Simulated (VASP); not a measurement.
A run of VASP 6.6.1:

INCAR

```
SYSTEM = Ti8Ru8Au
PREC     = Accurate       ! precision mode
ENCUT    = 520            ! plane-wave cutoff, eV
EDIFF    = 1E-7           ! SCF threshold, eV
ISMEAR   = -1             ! smearing method
SIGMA    = 0.1            ! smearing width, eV
LREAL    = Auto         
LASPH    = .True.         ! aspherical terms in the spheres
NELM     = 80             ! most SCF steps
ALGO     = Normal         ! electronic algorithm
ISIF     = 2              ! what is computed and relaxed
LWAVE    = .False.        ! write WAVECAR
LCHARG   = .False.        ! write CHGCAR
GGA      = PE             ! functional
NBANDS   = 124            ! bands
```

File KPOINTS:

```
regular mesh
0
Gamma
  3 3 1
  0 0 0
```

The input POSCAR:

```
Ti8Ru8Au
1.0
    6.1400000000      0.0000000000      0.0000000000
    0.0000000000      6.1400000000      0.0000000000
    0.0000000000      0.0000000000     16.6050000000
Ti Ru Au
8 8 1
Direct
    0.2493136808      0.2492687296      0.1342622102
    0.2535491857      0.2535333876      0.3222268594
    0.2492851792      0.7502092834      0.1342640169
    0.2538631922      0.7449912052      0.3222934056
    0.7502592834      0.2492364821      0.1342639566
    0.7450068404      0.2537628664      0.3222657633
    0.7502083062      0.7501644951      0.1342672689
    0.7452382736      0.7451371336      0.3223270702
    0.0000000000      0.0000000000      0.0602228245
   -0.0003778502     -0.0004309446      0.2414232460
    0.0000000000      0.5000000000      0.0602228245
   -0.0003758958      0.4996356678      0.2396140319
    0.5000000000      0.0000000000      0.0602228245
    0.4996679153     -0.0004296417      0.2396138512
    0.5000000000      0.5000000000      0.0602228245
    0.4996996743      0.4996547231      0.2356752785
    0.4985084691      0.4982001629      0.4337142427
```

Potentials or basis: VASP PAW PBE potentials, release 64 (Ti_sv, Ru_pv, Au).

Run with:

```bash
$ cat potpaw_PBE.64/Ti_sv/POTCAR potpaw_PBE.64/Ru_pv/POTCAR potpaw_PBE.64/Au/POTCAR > POTCAR
$ mpirun -np 1 vasp_std > vasp.out
```

Hardware: 1 thread of Intel(R) Xeon(R) Platinum 8559C (Emerald Rapids), on a shared host.

Problem. Estimate the wall time of this run.

Solution. Wall time 21 min on 1 thread of Intel(R) Xeon(R) Platinum 8559C (Emerald Rapids) (shared host), peak memory 0.72 GiB. Counts: scf iterations 35, k points 5.
